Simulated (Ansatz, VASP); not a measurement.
One calculation of Cd4S, two programs

```xyz
5
Lattice="5.1100 0.0000 0.0000 -2.5550 4.4254 0.0000 0.0000 0.0000 5.9949" Properties=species:S:1:pos:R:3 pbc="T T T"
Cd    0.0000    2.9503    0.0000
Cd    2.5550    1.4751    0.0000
Cd    0.0000    2.9503    2.9974
Cd    2.5550    1.4751    2.9974
S     0.0000    0.0000    0.0000
```

Alike in both runs: functional PBE; k mesh 12 × 12 × 6; occupations gaussian, width 0.1 eV; no spin polarisation.

Ansatz relaxed the structure, and its values are those at the end. VASP's run is a single point on that final structure, the one shown.

|  | VASP | Ansatz |
| --- | --- | --- |
| version | VASP 6.6.1 | Ansatz 0.2.0 |
| potentials or method | VASP PAW PBE potentials, release 64 (Cd, S), cutoff 520 eV | scalar-relativistic, plane waves, PAW |
| valence electrons in the cell | 54 | 86 |

```tsv
	VASP	Ansatz	Ansatz less VASP
gap on the k mesh at the Fermi level (eV)	none	none	-
pressure (GPa)	0.2	0.0	-0.19
```

A gap of «none» marks a metal or a gap that the smearing closes. With one functional, cell and mesh, what is left measures potentials, basis and numerics. VASP's potentials hold 54 valence electrons a cell and Ansatz's 86, so a difference there can come from the potentials and not from the codes.
